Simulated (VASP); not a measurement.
A run of VASP 6.6.1 is set up as follows.

The input POSCAR:

```
In
1.0
    3.7650504800      0.0000000000      0.0000000000
    0.0000000000      3.7650504800      0.0000000000
    0.0000000000      0.0000000000      3.7650504800
In
2
Direct
    0.0000000000      0.0000000000      0.0000000000
    0.5000000000      0.5000000000      0.5000000000
```

Contents of INCAR.step1:

```
ALGO = Normal
EDIFF = 1E-4
ENCUT = 520
GGA = PE
ISMEAR = 0
LASPH = T
LCHARG = F
LREAL = F
LWAVE = T
NBANDS = 20
NELM = 100
PREC = Accurate
SIGMA = 0.1
```

Contents of INCAR.step2:

```
ALGO = Normal
EDIFF = 1E-6
ENCUT = 520
ISIF = 2
ISMEAR = 0
ISTART = 1
LASPH = T
LCHARG = F
LMIXTAU = T
LREAL = F
LWAVE = F
METAGGA = R2SCAN
NBANDS = 20
NELM = 100
PREC = Accurate
SIGMA = 0.1
```

Contents of KPOINTS:

```
k-points
0
Gamma
  14 14 14
```

Potentials or basis: VASP PAW PBE potentials, release 64 (In_d).

Run with:

```console
$ cat potpaw_PBE.64/In_d/POTCAR > POTCAR
$ cp INCAR.step1 INCAR
$ mpirun -np 1 vasp_std > vasp.out
$ cp INCAR.step2 INCAR
$ mpirun -np 1 vasp_std > vasp.out
```

(1) Estimate the band gap on the k mesh.

(2) Estimate the pressure.

Results:

(1) zero (band 13 reaches 11.97 eV, above the bottom of band 14 at 3.95 eV).

(2) -0.2 GPa.

Caveat: the PAW data sets were made with another functional, which shifts forces and pressure a little; spin-orbit coupling is left out, which moves the levels of the heavy elements.
